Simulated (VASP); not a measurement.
# BaCd3Se4 (P4mm) in VASP: single point with PBE

Aim: the single point of BaCd3Se4 with PBE.

All numbers are computed with VASP 6.6.1; they aren't measurements. Logs are shortened: lines on timing, memory, paths and dates and some standing lists are left out, and cuts for length are marked.

## (1) The cell of the first run

Symmetry: P4mm, No. 99, tetragonal system. The conventional cell has a = 5.415 Å, b = 5.415 Å, c = 8.936 Å, α = 90.00°, β = 90.00°, γ = 90.00°. Ba (site symmetry 4mm) has 5 Se at 3.13 to 3.47 Å and 1 Cd at 3.15 Å within 4.1 Å. Within 3.7 Å of Cd (site symmetry 2mm) lie 5 Se at 2.81 to 2.87 Å and 2 Cd at 3.31 Å. Cd (site symmetry 4mm) has 5 Se at 2.66 to 2.88 Å and 1 Ba at 3.15 Å and 4 Cd at 3.31 Å within 3.5 Å. Se (site symmetry 4mm) has 4 Cd at 2.85 Å within 3.8 Å. Within 3.5 Å of Se (site symmetry 4mm) lie 5 Cd at 2.66 to 2.81 Å and 1 Ba at 3.13 Å. Within 3.8 Å of Se (site symmetry 2mm) lie 3 Cd at 2.87 to 2.88 Å and 2 Ba at 3.47 Å.

## (2) Single point, PBE

INCAR

```
SYSTEM = BaCd3Se4
ALGO = Normal ; EDIFF = 1E-7
ENCUT = 520 ; GGA = PE
ISIF = 2 ; ISMEAR = 0
LASPH = .TRUE. ; LCHARG = .FALSE.
LREAL = .FALSE. ; LWAVE = .FALSE.
NBANDS = 45 ; NELM = 100
PREC = Accurate ; SIGMA = 0.15
```

KPOINTS

```
k-points
0
G
  3 3 2
  0 0 0
```

POSCAR

```
BaCd3Se4
1.0
    5.4153875206      0.0000000000      0.0000000000
    0.0000000000      5.4153875206      0.0000000000
    0.0000000000      0.0000000000      8.9357274203
Ba Cd Se
1 3 4
Direct
    0.0000000000      0.0000000000      0.2802214686
    0.5000000000      0.0000000000      0.7159221444
    0.0000000000      0.5000000000      0.7159221444
    0.0000000000      0.0000000000      0.9281410559
    0.5000000000      0.5000000000      0.6159886575
    0.0000000000      0.0000000000      0.6304003763
    0.5000000000      0.0000000000      0.0371720015
    0.0000000000      0.5000000000      0.0371720015
```

Potentials or basis: VASP PAW PBE potentials, release 64 (Ba_sv, Cd, Se).

Run with:

```bash
$ cat potpaw_PBE.64/Ba_sv/POTCAR potpaw_PBE.64/Cd/POTCAR potpaw_PBE.64/Se/POTCAR > POTCAR
$ mpirun -np 1 vasp_std > vasp.out
```

OUTCAR:

```text
SYSTEM = BaCd3Se4
   EDIFF = 1E-7
   ENCUT = 520
   GGA = PE
   ISIF = 2
   ISMEAR = 0
   LASPH = .TRUE.
   LREAL = .FALSE.
   NELM = 100
   PREC = Accurate

 ion  position               nearest neighbor table
   1  0.000  0.000  0.280-   6 3.13   4 3.15   7 3.47   8 3.47   8 3.47   7 3.47
   2  0.500  0.000  0.716-   6 2.81   6 2.81   5 2.85   5 2.85   7 2.87   4 3.31   4 3.31
   3  0.000  0.500  0.716-   6 2.81   6 2.81   5 2.85   5 2.85   8 2.87   4 3.31   4 3.31
   4  0.000  0.000  0.928-   6 2.66   7 2.88   8 2.88   8 2.88   7 2.88   1 3.15   3 3.31   3 3.31
                             2 3.31   2 3.31
   5  0.500  0.500  0.616-   2 2.85   3 2.85   2 2.85   3 2.85
   6  0.000  0.000  0.630-   4 2.66   3 2.81   2 2.81   3 2.81   2 2.81   1 3.13
   7  0.500  0.000  0.037-   2 2.87   4 2.88   4 2.88   1 3.47   1 3.47
   8  0.000  0.500  0.037-   3 2.87   4 2.88   4 2.88   1 3.47   1 3.47

  LATTYP: Found a simple tetragonal cell.
 ALAT       =     5.4153875206
 C/A-ratio  =     1.6500624168

  Lattice vectors:

 A1 = (   5.4153875206,   0.0000000000,   0.0000000000)
 A2 = (   0.0000000000,   5.4153875206,   0.0000000000)
 A3 = (   0.0000000000,   0.0000000000,   8.9357274203)

Analysis of symmetry for initial positions (statically):
=====================================================================
 Subroutine PRICEL returns:
 Original cell was already a primitive cell.

 Routine SETGRP: Setting up the symmetry group for a
 simple tetragonal supercell.

 Subroutine GETGRP returns: Found  8 space group operations
 (whereof  8 operations were pure point group operations)
 out of a pool of 16 trial point group operations.

The static configuration has the point symmetry C_4v.

Analysis of symmetry for dynamics (positions and initial velocities):
=====================================================================
 Subroutine PRICEL returns:
 Original cell was already a primitive cell.

 Routine SETGRP: Setting up the symmetry group for a
 simple tetragonal supercell.

 Subroutine GETGRP returns: Found  8 space group operations
 (whereof  8 operations were pure point group operations)
 out of a pool of 16 trial point group operations.

The dynamic configuration has the point symmetry C_4v.

 Subroutine INISYM returns: Found  8 space group operations
 (whereof  8 operations are pure point group operations),
 and found     1 'primitive' translations

----------------------------------------------------------------------------------------

                                     Primitive cell

  volume of cell :     262.0529

  direct lattice vectors                    reciprocal lattice vectors
     5.415387521  0.000000000  0.000000000     0.184658992  0.000000000  0.000000000
     0.000000000  5.415387521  0.000000000     0.000000000  0.184658992  0.000000000
     0.000000000  0.000000000  8.935727420     0.000000000  0.000000000  0.111910307

  length of vectors
     5.415387521  5.415387521  8.935727420     0.184658992  0.184658992  0.111910307

  position of ions in fractional coordinates (direct lattice)
     0.000000000  0.000000000  0.280221469
     0.500000000  0.000000000  0.715922144
     0.000000000  0.500000000  0.715922144
     0.000000000  0.000000000  0.928141056
     0.500000000  0.500000000  0.615988657
     0.000000000  0.000000000  0.630400376
     0.500000000  0.000000000  0.037172001
     0.000000000  0.500000000  0.037172001

  ion indices of the primitive-cell ions
   primitive index   ion index
                 1           1
                 2           2
                 3           3
                 4           4
                 5           5
                 6           6
                 7           7
                 8           8

----------------------------------------------------------------------------------------

 KPOINTS: k-points

Automatic generation of k-mesh.
 Grid dimensions read from file:
 generate k-points for:    3    3    2

 Generating k-lattice:

  Cartesian coordinates                     Fractional coordinates (reciprocal lattice)
     0.061552997  0.000000000  0.000000000     0.333333333  0.000000000  0.000000000
     0.000000000  0.061552997  0.000000000     0.000000000  0.333333333  0.000000000
     0.000000000  0.000000000  0.055955154     0.000000000  0.000000000  0.500000000

  Length of vectors
     0.061552997  0.061552997  0.055955154

  Shift w.r.t. Gamma in fractional coordinates (k-lattice)
     0.000000000  0.000000000  0.000000000

 Subroutine IBZKPT returns following result:
 ===========================================

 Found      6 irreducible k-points:

 Following reciprocal coordinates:
            Coordinates               Weight
  0.000000  0.000000  0.000000      1.000000
  0.333333  0.000000  0.000000      4.000000
  0.333333  0.333333  0.000000      4.000000
  0.000000  0.000000  0.500000      1.000000
  0.333333  0.000000  0.500000      4.000000
  0.333333  0.333333  0.500000      4.000000
   k-points           NKPTS =      6   k-points in BZ     NKDIM =      6   number of bands    NBANDS=     45
   number of dos      NEDOS =    301   number of ions     NIONS =      8
   total plane-waves  NPLWV = 112000
   dimension x,y,z NGX =    40 NGY =   40 NGZ =   70
   dimension x,y,z NGXF=    80 NGYF=   80 NGZF=  140
   ions per type =               1   3   4
   NGX,Y,Z   is equivalent  to a cutoff of  12.28, 12.28, 13.02 a.u.
   NGXF,Y,Z  is equivalent  to a cutoff of  24.56, 24.56, 26.05 a.u.
 SYSTEM =  BaCd3Se4
   PREC   = accura    normal or accurate (medium, high low for compatibility)
   ISTART =      0    job   : 0-new  1-cont  2-samecut
   ICHARG =      2    charge: 1-file 2-atom 10-const
   ISPIN  =      1    spin polarized calculation?
   LNONCOLLINEAR =      F non collinear calculations
   LSORBIT =      F    spin-orbit coupling
   LASPH  =      T    aspherical Exc in radial PAW
   ENCUT  =  520.0 eV  38.22 Ry    6.18 a.u.  10.07 10.07 16.61*2*pi/ulx,y,z
   NELM   =    100;   NELMIN=  2; NELMDL= -5     # of ELM steps
   EDIFF  = 0.1E-06   stopping-criterion for ELM
   LREAL  =      F    real-space projection
   EDIFFG = 0.1E-05   stopping-criterion for IOM
   NSW    =      0    number of steps for IOM
   IBRION =     -1    ionic relax: 0-MD 1-quasi-New 2-CG
   NFREE  =      0    steps in history (QN), initial steepest desc. (CG)
   ISIF   =      2    stress and relaxation
   ISYM   =      2    0-nonsym 1-usesym 2-fastsym
   POTIM  = 0.5000    time-step for ionic-motion
   TEBEG  =    0.0;   TEEND  =   0.0 temperature during run
   PSTRESS=    0.0 pullay stress
   NELECT =      70.0000    total number of electrons
   NUPDOWN=      -1.0000    fix difference up-down
   EMIN   =  10.00;   EMAX   =-10.00  energy-range for DOS
   EFERMI =   0.00;   METHOD = LEGACY
   ISMEAR =     0;   SIGMA  =   0.15  broadening in eV -4-tet -1-fermi 0-gaus
   EFERMI_NEDOS =   21; number of points for ismear=-14 and -15
   IALGO  =     38    algorithm
   IMIX   =      4    mixing-type and parameters
     AMIX     =   0.40;   BMIX     =  1.00
     AMIX_MAG =   1.60;   BMIX_MAG =  1.00
  volume/ion in A,a.u.               =      32.76       221.05
  Fermi-wavevector in a.u.,A,eV,Ry     =   1.054333  1.992401 15.124485  1.111618
  Thomas-Fermi vector in A             =   2.189489
   LORBIT       =      0    0 simple, 1 ext, 2 COOP (PROOUT), +10 PAW based schemes
   GGA     = PE    functional components
   LHFCALC =     F    Hartree Fock is set to
   AEXX    =    0.0000 exact exchange contribution
   IVDW    =     0    specifies the selected vdW correction
   LEPSILON=     F    determine dielectric tensor
   LRPA    =     F    only Hartree local field effects (RPA)
 non-spin polarized calculation
 Gauss-broadening in eV      SIGMA  =   0.15
  energy-cutoff  :      520.00
  volume of cell :      262.05
 maximum number of plane-waves:      7070
   NGX = 21   NGY = 21   NGZ = 33

 number of electron      69.9999976 magnetization

 Free energy of the ion-electron system (eV)
  ---------------------------------------------------
  ext. energy  EPLUGINS =         0.00000000
  ---------------------------------------------------
  free energy    TOTEN  =       -22.62173000 eV

  energy without entropy =      -22.57883581  energy(sigma->0) =      -22.60028291

 E-fermi :   1.5873     XC(G=0):  -8.3439

 val. band max:        1.5842844353   @ k =   0.3333   0.3333   0.5000
 cond. band min:       1.5919835553   @ k =   0.3333   0.3333   0.0000
 fundamental gap:      0.0076991201
 Fermi energy:         1.5873210519

 k-point     1 :       0.0000    0.0000    0.0000
  band No.  band energies     occupation
      1     -27.2394      2.00000
      2     -12.7744      2.00000
      3     -12.3951      2.00000
      4     -12.3951      2.00000
      5     -11.8802      2.00000
      6     -10.7383      2.00000
[... 37 lines left out ...]
     44       5.4911      0.00000
     45       5.4911      0.00000

 k-point     2 :       0.3333    0.0000    0.0000
  band No.  band energies     occupation
      1     -27.2387      2.00000
      2     -12.7383      2.00000
      3     -12.4641      2.00000
      4     -12.3931      2.00000
      5     -11.7407      2.00000
      6     -10.6232      2.00000
[... 37 lines left out ...]
     44       5.8871      0.00000
     45       5.9637      0.00000

 k-point     3 :       0.3333    0.3333    0.0000
  band No.  band energies     occupation
      1     -27.2379      2.00000
      2     -12.7074      2.00000
      3     -12.4611      2.00000
      4     -12.4607      2.00000
      5     -11.6260      2.00000
      6     -10.5340      2.00000
[... 37 lines left out ...]
     44       5.7847      0.00000
     45       6.1288      0.00000

 k-point     4 :       0.0000    0.0000    0.5000
  band No.  band energies     occupation
      1     -27.2394      2.00000
      2     -12.8483      2.00000
      3     -12.3952      2.00000
      4     -12.3952      2.00000
      5     -11.7302      2.00000
      6     -10.7929      2.00000
[... 37 lines left out ...]
     44       5.0860      0.00000
     45       6.9702      0.00000

 k-point     5 :       0.3333    0.0000    0.5000
  band No.  band energies     occupation
      1     -27.2386      2.00000
      2     -12.8018      2.00000
      3     -12.4634      2.00000
      4     -12.3932      2.00000
      5     -11.6129      2.00000
      6     -10.6620      2.00000
[... 37 lines left out ...]
     44       5.1952      0.00000
     45       6.0784      0.00000

 k-point     6 :       0.3333    0.3333    0.5000
  band No.  band energies     occupation
      1     -27.2379      2.00000
      2     -12.7627      2.00000
      3     -12.4604      2.00000
      4     -12.4604      2.00000
      5     -11.5175      2.00000
      6     -10.5547      2.00000
[... 37 lines left out ...]
     44       5.2753      0.00000
     45       6.0522      0.00000

------------------------ aborting loop because EDIFF is reached ----------------------------------------

  FORCE on cell =-STRESS in cart. coord.  units (eV):
  Direction    XX          YY          ZZ          XY          YZ          ZX
  --------------------------------------------------------------------------------------
  -------------------------------------------------------------------------------------
  Total        0.3480566      0.3480566      0.1340379      0.0000000      0.0000000     -0.0000000
  in kB        2.1279992      2.1279992      0.8195004      0.0000000      0.0000000     -0.0000000
  external PRESSURE =       1.6918330 kB  Pullay stress =       0.0000000 kB

 VOLUME and BASIS-vectors are now :
 -----------------------------------------------------------------------------
  energy-cutoff  :      520.00
  volume of cell :      262.05
      direct lattice vectors                 reciprocal lattice vectors
     5.415387521  0.000000000  0.000000000     0.184658992  0.000000000  0.000000000
     0.000000000  5.415387521  0.000000000     0.000000000  0.184658992  0.000000000
     0.000000000  0.000000000  8.935727420     0.000000000  0.000000000  0.111910307

 POSITION                                       TOTAL-FORCE (eV/Angst)
 -----------------------------------------------------------------------------------
      0.00000      0.00000      2.50398         0.000000     -0.000000     -0.051039
      2.70769      0.00000      6.39729         0.000000     -0.000000      0.063185
      0.00000      2.70769      6.39729         0.000000     -0.000000      0.063185
      0.00000      0.00000      8.29362         0.000000     -0.000000      0.044211
      2.70769      2.70769      5.50431         0.000000      0.000000     -0.024904
      0.00000      0.00000      5.63309         0.000000     -0.000000     -0.013059
      2.70769      0.00000      0.33216         0.000000     -0.000000     -0.040790
      0.00000      2.70769      0.33216         0.000000     -0.000000     -0.040790
 -----------------------------------------------------------------------------------
    total drift:                               -0.000000      0.000000      0.002353

  FREE ENERGIE OF THE ION-ELECTRON SYSTEM (eV)
  ---------------------------------------------------
  free  energy   TOTEN  =       -22.6217300014 eV

  energy  without entropy=      -22.5788358135  energy(sigma->0) =      -22.60028291
```

Wall time 100 s (1 thread of Intel Xeon Platinum 8375C at 2.90GHz (Ice Lake), shared host); peak memory 0.35 GiB.

Results:

```yaml
Free_energy: -22.6217 eV
Pressure: 0.2 GPa
Largest_force: 0.063 eV/Å
Band_gap_on_the_k_mesh: zero (band 35 reaches 1.59 eV, above the bottom of band 36 at 1.18 eV)
```

Forces in eV/Å, atoms in the order of the input:
```
Ba   0.000  0.000 -0.051
Cd   0.000  0.000  0.063
Cd   0.000  0.000  0.063
Cd   0.000  0.000  0.044
Se   0.000  0.000 -0.025
Se   0.000  0.000 -0.013
Se   0.000  0.000 -0.041
Se   0.000  0.000 -0.041
```

Levels at points of the mesh, in eV from the Fermi level:
| k point | band 33 | band 34 | band 35 | band 36 | band 37 | band 38 |
| --- | --- | --- | --- | --- | --- | --- |
| (0.00, 0.00, 0.00) | -1.43 | -0.47 | -0.43 | -0.40 | -0.40 | -0.17 |
| (0.00, 0.00, 0.50) | -1.45 | -0.40 | -0.40 | -0.17 | 0.12 | 0.48 |

Caveat: the k points lie up to 0.39 Å⁻¹ apart; spin-orbit coupling is left out, which moves the levels of the heavy elements.
